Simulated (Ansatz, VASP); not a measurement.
# P: VASP beside Ansatz

```
CELL_PARAMETERS angstrom
4.24041 0.00000 0.00000
0.00000 4.24041 0.00000
0.00000 0.00000 4.24041
ATOMIC_POSITIONS crystal
P 0.87708 0.87708 0.87708
P 0.62292 0.12292 0.37708
P 0.12292 0.37708 0.62292
P 0.37708 0.62292 0.12292
```

Alike in both runs: task single point; functional PBE; k mesh 4 × 4 × 4; occupations gaussian, width 0.1 eV; no spin polarisation.

|  | VASP | Ansatz |
| --- | --- | --- |
| version | VASP 6.6.1 | Ansatz 0.2.0 |
| potentials or method | VASP PAW PBE potentials, release 64 (P), cutoff 520 eV | scalar-relativistic, plane waves, PAW |
| valence electrons in the cell | 20 | 20 |

Ansatz gave:

| Item | Value |
| --- | --- |
| gap on the k mesh at the Fermi level (eV) | none |
| pressure (GPa) | -9.2 |
| rms of the force components (eV/Å) | 0.023 |

Which values does VASP return?

gap on the k mesh at the Fermi level (eV): none; pressure (GPa): -9.3; rms of the force components (eV/Å): 0.023.

Atom by atom the forces differ by 0.000 eV/Å (rms over components). A gap of «none» marks a metal or a gap that the smearing closes.

The k mesh is coarse, so the values compare programs but aren't converged.
